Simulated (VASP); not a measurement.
# TiCo (Pm-3m) in VASP: notebook

The runs below take TiCo through single point, with LDA, PBE+D3(BJ).

Everything below comes from runs of VASP 6.6.1. Logs are shortened: lines on timing, memory, paths and dates and some standing lists are left out, and cuts for length are marked.

## Step 1: The cell of the first run

The structure is cubic, space group Pm-3m (No. 221). Conventional cell: a = 2.903 Å, b = 2.903 Å, c = 2.903 Å, α = 90.00°, β = 90.00°, γ = 90.00°. Co (site symmetry m-3m) has 8 Ti at 2.51 Å and 6 Co at 2.90 Å within 3.3 Å. Within 3.3 Å of Ti (site symmetry m-3m) lie 8 Co at 2.51 Å and 6 Ti at 2.90 Å.

## Step 2: Single point, LDA, collinear spin, ferromagnetic start

File INCAR:

```
PREC = Accurate
ENCUT = 520
EDIFF = 1E-6
ISMEAR = -1
SIGMA = 0.05
LREAL = F
LASPH = T
NELM = 150
ALGO = Normal
ISIF = 2
LWAVE = F
LCHARG = F
ISPIN = 2
MAGMOM = 2 1
LORBIT = 11
LMAXMIX = 4
GGA = CA
NBANDS = 22
```

File KPOINTS:

```
Automatic mesh
0
Gamma
  9 9 9
```

File POSCAR:

```
TiCo
1.0
    2.9031154716      0.0000000000      0.0000000000
    0.0000000000      2.9031154716      0.0000000000
    0.0000000000      0.0000000000      2.9031154716
Co Ti
1 1
Direct
    0.5000000000      0.5000000000      0.5000000000
    0.0000000000      0.0000000000      0.0000000000
```

Potentials or basis: VASP PAW LDA potentials, release 64 (Co, Ti_sv).

Run with:

```bash
> cat potpaw_LDA.64/Co/POTCAR potpaw_LDA.64/Ti_sv/POTCAR > POTCAR
> mpirun -np 1 vasp_std > vasp.out
```

OUTCAR:

```text
PREC = Accurate
   ENCUT = 520
   EDIFF = 1E-6
   ISMEAR = -1
   LREAL = F
   LASPH = T
   NELM = 150
   ISIF = 2
   ISPIN = 2
   LORBIT = 11
   GGA = CA

 ion  position               nearest neighbor table
   1  0.500  0.500  0.500-   2 2.51   2 2.51   2 2.51   2 2.51   2 2.51   2 2.51   2 2.51   2 2.51

   2  0.000  0.000  0.000-   1 2.51   1 2.51   1 2.51   1 2.51   1 2.51   1 2.51   1 2.51   1 2.51

  LATTYP: Found a simple cubic cell.
 ALAT       =     2.9031154716

  Lattice vectors:

 A1 = (   2.9031154716,   0.0000000000,   0.0000000000)
 A2 = (   0.0000000000,   2.9031154716,   0.0000000000)
 A3 = (   0.0000000000,   0.0000000000,   2.9031154716)

Analysis of symmetry for initial positions (statically):
=====================================================================
 Subroutine PRICEL returns:
 Original cell was already a primitive cell.

 Routine SETGRP: Setting up the symmetry group for a
 simple cubic supercell.

 Subroutine GETGRP returns: Found 48 space group operations
 (whereof 48 operations were pure point group operations)
 out of a pool of 48 trial point group operations.

The static configuration has the point symmetry O_h .

Analysis of symmetry for dynamics (positions and initial velocities):
=====================================================================
 Subroutine PRICEL returns:
 Original cell was already a primitive cell.

 Routine SETGRP: Setting up the symmetry group for a
 simple cubic supercell.

 Subroutine GETGRP returns: Found 48 space group operations
 (whereof 48 operations were pure point group operations)
 out of a pool of 48 trial point group operations.

The dynamic configuration has the point symmetry O_h .

Analysis of structural, dynamic, and magnetic symmetry:
=====================================================================
 Subroutine PRICEL returns:
 Original cell was already a primitive cell.

 Routine SETGRP: Setting up the symmetry group for a
 simple cubic supercell.

 Subroutine GETGRP returns: Found 48 space group operations
 (whereof 48 operations were pure point group operations)
 out of a pool of 48 trial point group operations.

The overall configuration has the point symmetry O_h .

 Subroutine INISYM returns: Found 48 space group operations
 (whereof 48 operations are pure point group operations),
 and found     1 'primitive' translations

----------------------------------------------------------------------------------------

                                     Primitive cell

  volume of cell :      24.4677

  direct lattice vectors                    reciprocal lattice vectors
     2.903115472  0.000000000  0.000000000     0.344457535  0.000000000  0.000000000
     0.000000000  2.903115472  0.000000000     0.000000000  0.344457535  0.000000000
     0.000000000  0.000000000  2.903115472     0.000000000  0.000000000  0.344457535

  length of vectors
     2.903115472  2.903115472  2.903115472     0.344457535  0.344457535  0.344457535

  position of ions in fractional coordinates (direct lattice)
     0.500000000  0.500000000  0.500000000
     0.000000000  0.000000000  0.000000000

  ion indices of the primitive-cell ions
   primitive index   ion index
                 1           1
                 2           2

----------------------------------------------------------------------------------------

 KPOINTS: Automatic mesh

Automatic generation of k-mesh.
 Grid dimensions read from file:
 generate k-points for:    9    9    9

 Generating k-lattice:

  Cartesian coordinates                     Fractional coordinates (reciprocal lattice)
     0.038273059  0.000000000  0.000000000     0.111111111  0.000000000  0.000000000
     0.000000000  0.038273059  0.000000000     0.000000000  0.111111111  0.000000000
     0.000000000  0.000000000  0.038273059     0.000000000  0.000000000  0.111111111

  Length of vectors
     0.038273059  0.038273059  0.038273059

  Shift w.r.t. Gamma in fractional coordinates (k-lattice)
     0.000000000  0.000000000  0.000000000

 Subroutine IBZKPT returns following result:
 ===========================================

 Found     35 irreducible k-points:

 Following reciprocal coordinates:
            Coordinates               Weight
  0.000000  0.000000  0.000000      1.000000
  0.111111  0.000000  0.000000      6.000000
  0.222222  0.000000  0.000000      6.000000
  0.333333  0.000000  0.000000      6.000000
  0.444444  0.000000  0.000000      6.000000
  0.111111  0.111111  0.000000     12.000000
[... 16 lines left out ...]
  0.333333  0.333333  0.111111     24.000000
  0.444444  0.333333  0.111111     48.000000
 [... further k-points ...]
   k-points           NKPTS =     35   k-points in BZ     NKDIM =     35   number of bands    NBANDS=     22
   number of dos      NEDOS =    301   number of ions     NIONS =      2
   total plane-waves  NPLWV =  13824
   dimension x,y,z NGX =    24 NGY =   24 NGZ =   24
   dimension x,y,z NGXF=    48 NGYF=   48 NGZF=   48
   ions per type =               1   1
   NGX,Y,Z   is equivalent  to a cutoff of  13.74, 13.74, 13.74 a.u.
   NGXF,Y,Z  is equivalent  to a cutoff of  27.49, 27.49, 27.49 a.u.
 SYSTEM =  unknown system
   PREC   = accura    normal or accurate (medium, high low for compatibility)
   ISTART =      0    job   : 0-new  1-cont  2-samecut
   ICHARG =      2    charge: 1-file 2-atom 10-const
   ISPIN  =      2    spin polarized calculation?
   LNONCOLLINEAR =      F non collinear calculations
   LSORBIT =      F    spin-orbit coupling
   LASPH  =      T    aspherical Exc in radial PAW
   ENCUT  =  520.0 eV  38.22 Ry    6.18 a.u.   5.40  5.40  5.40*2*pi/ulx,y,z
   NELM   =    150;   NELMIN=  2; NELMDL= -5     # of ELM steps
   EDIFF  = 0.1E-05   stopping-criterion for ELM
   LREAL  =      F    real-space projection
   EDIFFG = 0.1E-04   stopping-criterion for IOM
   NSW    =      0    number of steps for IOM
   IBRION =     -1    ionic relax: 0-MD 1-quasi-New 2-CG
   NFREE  =      0    steps in history (QN), initial steepest desc. (CG)
   ISIF   =      2    stress and relaxation
   ISYM   =      2    0-nonsym 1-usesym 2-fastsym
   POTIM  = 0.5000    time-step for ionic-motion
   TEBEG  =    0.0;   TEEND  =   0.0 temperature during run
   PSTRESS=    0.0 pullay stress
   NELECT =      21.0000    total number of electrons
   NUPDOWN=      -1.0000    fix difference up-down
   EMIN   =  10.00;   EMAX   =-10.00  energy-range for DOS
   EFERMI =   0.00;   METHOD = LEGACY
   ISMEAR =    -1;   SIGMA  =   0.05  broadening in eV -4-tet -1-fermi 0-gaus
   EFERMI_NEDOS =   21; number of points for ismear=-14 and -15
   IALGO  =     38    algorithm
   IMIX   =      4    mixing-type and parameters
     AMIX     =   0.40;   BMIX     =  1.00
     AMIX_MAG =   1.60;   BMIX_MAG =  1.00
  volume/ion in A,a.u.               =      12.23        82.56
  Fermi-wavevector in a.u.,A,eV,Ry     =   1.555788  2.940012 32.932559  2.420475
  Thomas-Fermi vector in A             =   2.659678
   LORBIT       =     11    0 simple, 1 ext, 2 COOP (PROOUT), +10 PAW based schemes
   GGA     = CA    functional components
   LHFCALC =     F    Hartree Fock is set to
   AEXX    =    0.0000 exact exchange contribution
   IVDW    =     0    specifies the selected vdW correction
   LEPSILON=     F    determine dielectric tensor
   LRPA    =     F    only Hartree local field effects (RPA)
 spin polarized calculation
  energy-cutoff  :      520.00
  volume of cell :       24.47
 maximum number of plane-waves:       691
 NGX is ok and might be reduce to    24
   NGX = 11   NGY = 11   NGZ = 11

 number of electron      21.0000014 magnetization       0.3707527

 Free energy of the ion-electron system (eV)
  ---------------------------------------------------
  ext. energy  EPLUGINS =         0.00000000
  ---------------------------------------------------
  free energy    TOTEN  =       -17.60471268 eV

  energy without entropy =      -17.58616552  energy(sigma->0) =      -17.59543910

 E-fermi :  10.7706     XC(G=0): -13.3459

 val. band max:       10.7629786358   @ k =   0.3333   0.1111   0.0000
 cond. band min:      10.7854332596   @ k =   0.4444   0.2222   0.0000
 fundamental gap:      0.0224546238
 Fermi energy:        10.7706032994

 spin component 1

 k-point     1 :       0.0000    0.0000    0.0000
  band No.  band energies     occupation
      1     -45.5831      1.00000
      2     -22.0246      1.00000
      3     -22.0246      1.00000
      4     -22.0246      1.00000
      5       2.8329      1.00000
      6       6.4414      1.00000
[... 14 lines left out ...]
     21      31.9455      0.00000
     22      32.4275      0.00000

 k-point     2 :       0.1111    0.0000    0.0000
  band No.  band energies     occupation
      1     -45.5774      1.00000
      2     -22.0743      1.00000
      3     -22.0211      1.00000
      4     -22.0211      1.00000
      5       3.0965      1.00000
      6       6.5581      1.00000
[... 14 lines left out ...]
     21      31.9306      0.00000
     22      32.5536      0.00000

 k-point     3 :       0.2222    0.0000    0.0000
  band No.  band energies     occupation
      1     -45.5631      1.00000
      2     -22.1987      1.00000
      3     -22.0125      1.00000
      4     -22.0125      1.00000
      5       3.8474      1.00000
      6       6.8911      1.00000
[... 14 lines left out ...]
     21      31.1697      0.00000
     22      32.4741      0.00000
[... 476 lines left out ...]
 k-point    23 :       0.3333    0.3333    0.1111
  band No.  band energies     occupation
      1     -45.5086      1.00000
      2     -22.2945      1.00000
      3     -22.2809      1.00000
      4     -22.0199      1.00000
      5       6.1668      1.00000
      6       7.1352      1.00000
[... 14 lines left out ...]
     21      29.2297      0.00000
     22      31.1627      0.00000

 k-point    24 :       0.4444    0.3333    0.1111
  band No.  band energies     occupation
      1     -45.4988      1.00000
      2     -22.3706      1.00000
      3     -22.2749      1.00000
      4     -22.0115      1.00000
      5       6.3456      1.00000
      6       6.9762      1.00000
[... 14 lines left out ...]
     21      28.5012      0.00000
     22      31.8345      0.00000

 [... further k-points ...]

 spin component 2

 k-point     1 :       0.0000    0.0000    0.0000
  band No.  band energies     occupation
      1     -45.5675      1.00000
      2     -22.0096      1.00000
      3     -22.0096      1.00000
      4     -22.0096      1.00000
      5       2.8702      1.00000
      6       6.6449      1.00000
[... 14 lines left out ...]
     21      32.0211      0.00000
     22      32.4403      0.00000

 k-point     2 :       0.1111    0.0000    0.0000
  band No.  band energies     occupation
      1     -45.5618      1.00000
      2     -22.0593      1.00000
      3     -22.0061      1.00000
      4     -22.0061      1.00000
      5       3.1340      1.00000
      6       6.7672      1.00000
[... 14 lines left out ...]
     21      31.9420      0.00000
     22      32.5699      0.00000

 k-point     3 :       0.2222    0.0000    0.0000
  band No.  band energies     occupation
      1     -45.5474      1.00000
      2     -22.1839      1.00000
      3     -21.9974      1.00000
      4     -21.9974      1.00000
      5       3.8856      1.00000
      6       7.0965      1.00000
[... 14 lines left out ...]
     21      31.1778      0.00000
     22      32.5057      0.00000
[... 476 lines left out ...]
 k-point    23 :       0.3333    0.3333    0.1111
  band No.  band energies     occupation
      1     -45.4929      1.00000
      2     -22.2798      1.00000
      3     -22.2662      1.00000
      4     -22.0050      1.00000
      5       6.2528      1.00000
      6       7.2970      1.00000
[... 14 lines left out ...]
     21      29.2833      0.00000
     22      31.2244      0.00000

 k-point    24 :       0.4444    0.3333    0.1111
  band No.  band energies     occupation
      1     -45.4832      1.00000
      2     -22.3560      1.00000
      3     -22.2602      1.00000
      4     -21.9966      1.00000
      5       6.4671      1.00000
      6       7.1097      1.00000
[... 14 lines left out ...]
     21      28.5535      0.00000
     22      31.8697      0.00000

 [... further k-points ...]
[... 5 lines left out ...]
  --------------------------------------------------------------------------------------
  -------------------------------------------------------------------------------------
  Total       -0.0950551     -0.0950551     -0.0950551      0.0000000     -0.0000000      0.0000000
  in kB       -6.2243371     -6.2243371     -6.2243371      0.0000000     -0.0000000      0.0000000
  external PRESSURE =      -6.2243371 kB  Pullay stress =       0.0000000 kB

 VOLUME and BASIS-vectors are now :
 -----------------------------------------------------------------------------
  energy-cutoff  :      520.00
  volume of cell :       24.47
      direct lattice vectors                 reciprocal lattice vectors
     2.903115472  0.000000000  0.000000000     0.344457535  0.000000000  0.000000000
     0.000000000  2.903115472  0.000000000     0.000000000  0.344457535  0.000000000
     0.000000000  0.000000000  2.903115472     0.000000000  0.000000000  0.344457535

 POSITION                                       TOTAL-FORCE (eV/Angst)
 -----------------------------------------------------------------------------------
      1.45156      1.45156      1.45156         0.000000      0.000000      0.000000
      0.00000      0.00000      0.00000         0.000000      0.000000      0.000000
 -----------------------------------------------------------------------------------
    total drift:                                0.000000      0.000000     -0.000000

  FREE ENERGIE OF THE ION-ELECTRON SYSTEM (eV)
  ---------------------------------------------------
  free  energy   TOTEN  =       -17.6047126830 eV

  energy  without entropy=      -17.5861655218  energy(sigma->0) =      -17.59543910

 total charge

# of ion       s       p       d       tot
------------------------------------------
    1        0.560   0.491   7.412   8.463
    2        2.269   6.206   1.959  10.434
--------------------------------------------------
tot          2.829   6.697   9.371  18.897

 magnetization (x)

# of ion       s       p       d       tot
------------------------------------------
    1        0.017   0.002   0.340   0.359
    2       -0.000  -0.002   0.016   0.013
--------------------------------------------------
tot          0.017  -0.000   0.356   0.372
```

Wall time 29 s (1 thread of AMD EPYC 7R13 (Zen 3), shared host); peak memory 0.12 GiB.

Results:

- Free energy: -17.6047 eV
- Pressure: -0.6 GPa
- Net moment: 0.37 μB per cell
- Site moments: Co +0.36; Ti +0.01 μB
- Valence electrons inside the program's atomic spheres: Co 8.46; Ti 10.43

Levels at points of the mesh, in eV from the Fermi level:
Spin up:
```
           k point  band 8  band 9  band 10  band 11  band 12  band 13
(0.00, 0.00, 0.00)   -1.73   -1.73    -1.73     0.74     0.74     3.00
```
Spin down:
```csv
k point,band 6,band 7,band 8,band 9,band 10,band 11,band 12,band 13,band 14,band 15
"(0.00, 0.00, 0.00)",-4.13,-4.13,-1.51,-1.51,-1.51,0.92,0.92,3.06,3.06,3.06
```

## Step 3: Single point, PBE+D3(BJ), collinear spin, ferromagnetic start

This run uses another cell than the first one, of 12.74 Å³/atom.

File INCAR:

```
SYSTEM = TiCo
PREC = Accurate
ENCUT = 520
EDIFF = 1E-6
ISMEAR = -1
SIGMA = 0.05
LREAL = .FALSE.
LASPH = .TRUE.
NELM = 150
ALGO = Normal
ISIF = 2
LWAVE = .FALSE.
LCHARG = .TRUE.
ISPIN = 2
MAGMOM = 2 1
LORBIT = 11
LMAXMIX = 4
GGA = PE
IVDW = 12
LELF = .TRUE.
LVHAR = .TRUE.
NBANDS = 22
```

File KPOINTS:

```
Automatic mesh
0
G
  9 9 9
  0 0 0
```

File POSCAR:

```
TiCo
1.0
    2.9423030963      0.0000000000      0.0000000000
    0.0000000000      2.9423030963      0.0000000000
    0.0000000000      0.0000000000      2.9423030963
Co Ti
1 1
Direct
    0.5000000000      0.5000000000      0.5000000000
    0.0000000000      0.0000000000      0.0000000000
```

Potentials or basis: VASP PAW PBE potentials, release 64 (Co, Ti_sv).

Run with:

```bash
> cat potpaw_PBE.64/Co/POTCAR potpaw_PBE.64/Ti_sv/POTCAR > POTCAR
> mpirun -np 1 vasp_std > vasp.out
```

It took 38 s on 1 thread of AMD EPYC 7R13 (Zen 3), shared host; peak memory 0.15 GiB.

Results (log left out):

| Item | Value |
| --- | --- |
| Free energy | -16.7914 eV |
| Pressure | -0.8 GPa |
| Net moment | 0.70 μB per cell |
| Site moments | Co +0.75; Ti -0.02 μB |
| Valence electrons inside the program's atomic spheres | Co 8.37; Ti 10.35 |
| Dispersion energy per atom | -0.564 eV |

Levels at points of the mesh, in eV from the Fermi level:
Spin up:
```tsv
k point	band 6	band 7	band 8	band 9	band 10	band 11	band 12	band 13	band 14	band 15
(0.00, 0.00, 0.00)	-4.35	-4.35	-1.90	-1.90	-1.90	0.53	0.53	2.79	2.79	2.79
```
Spin down:
| k point | band 7 | band 8 | band 9 | band 10 | band 11 | band 12 | band 13 | band 14 |
| --- | --- | --- | --- | --- | --- | --- | --- | --- |
| (0.00, 0.00, 0.00) | -3.83 | -1.46 | -1.46 | -1.46 | 0.99 | 0.99 | 2.88 | 2.88 |
